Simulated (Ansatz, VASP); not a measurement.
## Two plane-wave programs on InSb

```
In Sb
1.0
     5.35700    0.00000    0.00000
     0.00000    5.71200    0.00000
     0.00000    0.00000    3.06300
In Sb
2 2
Direct
  0.00000 0.00000 0.17224
  0.50000 0.50000 0.82776
  0.50000 0.00000 0.71496
  0.00000 0.50000 0.28504
```

Alike in both runs: task electric field gradients; functional r2SCAN; k mesh 9 × 8 × 15; occupations fermi-dirac, width 0.05 eV; no spin polarisation.

```csv
,VASP,Ansatz
version,VASP 6.6.1,Ansatz 0.2.0
potentials or method,"VASP PAW PBE potentials, release 64 (In_d, Sb)","plane-wave PAW, scalar-relativistic"
plane-wave cutoff (eV),520,500
valence electrons in the cell,36,56
```

```csv
,VASP,Ansatz,Ansatz less VASP
pressure (GPa),12.4,12.2,-0.14
"traceless stress, the component that is largest in VASP (GPa)",-1.25,-1.27,-0.019
rms of the force components (eV/Å),0.039,0.040,+0.0006
size of Vzz on the site where it differs most (V/Å²),130.5,132.8,+2.34
```

VASP's potentials were made for PBE, not for r2SCAN. Atom by atom the forces differ by 0.001 eV/Å (rms over components). The functional is the same, so the differences come from potentials, cutoffs and numerics. VASP's potentials hold 36 valence electrons a cell and Ansatz's 56, so a difference there can come from the potentials and not from the codes.

Spin-orbit coupling is off throughout.
